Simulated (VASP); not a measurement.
Input of a VASP 6.6.1 run:

INCAR

```
PREC     = Accurate       # precision mode
ENCUT    = 600            # plane-wave cutoff, eV
EDIFF    = 1E-7           # SCF threshold, eV
ISMEAR   = -1             # smearing method
SIGMA    = 0.05           # smearing width, eV
LREAL    = False          # projectors in reciprocal space
LASPH    = True           # aspherical terms in the spheres
NELM     = 100            # most SCF steps
ALGO     = Normal         # electronic algorithm
ISIF     = 3              # what is computed and relaxed
LWAVE    = False          # write WAVECAR
LCHARG   = False          # write CHGCAR
GGA      = PE             # functional
IBRION   = 2              # ionic algorithm
NSW      = 80             # ionic steps
EDIFFG   = -0.005         # ionic threshold
```

The input KPOINTS:

```
regular mesh
0
Gamma
  13 13 13
```

Contents of POSCAR:

```
C
1.0
    0.0000000000      1.7833700000      1.7833700000
    1.7833700000      0.0000000000      1.7833700000
    1.7833700000      1.7833700000      0.0000000000
C
2
Direct
    0.7500000000      0.7500000000      0.7500000000
    0.5000000000      0.5000000000      0.5000000000
```

Potentials or basis: VASP PAW PBE potentials, release 64 (C).

Command:

```console
$ cat potpaw_PBE.64/C/POTCAR > POTCAR
$ mpirun -np 1 vasp_std > vasp.out
```

What does it give for the band gap on the k mesh?

4.13 eV, indirect (least direct gap 5.58 eV).

Predict the space group after relaxing (to 0.05 Å).

Fd-3m (No. 227).

What does it give for the relaxed cell?

a = 2.525 Å, b = 2.525 Å, c = 2.525 Å, α = 60.00°, β = 60.00°, γ = 60.00°.

Final structure:
```
CELL_PARAMETERS angstrom
0.00000 1.78579 1.78579
1.78579 0.00000 1.78579
1.78579 1.78579 0.00000
ATOMIC_POSITIONS crystal
C 0.75000 0.75000 0.75000
C 0.50000 0.50000 0.50000
```

The cell as given is a measured one (5.67 Å³/atom); PBE puts the equilibrium volume +0.4 % from it, thermal expansion not counted.
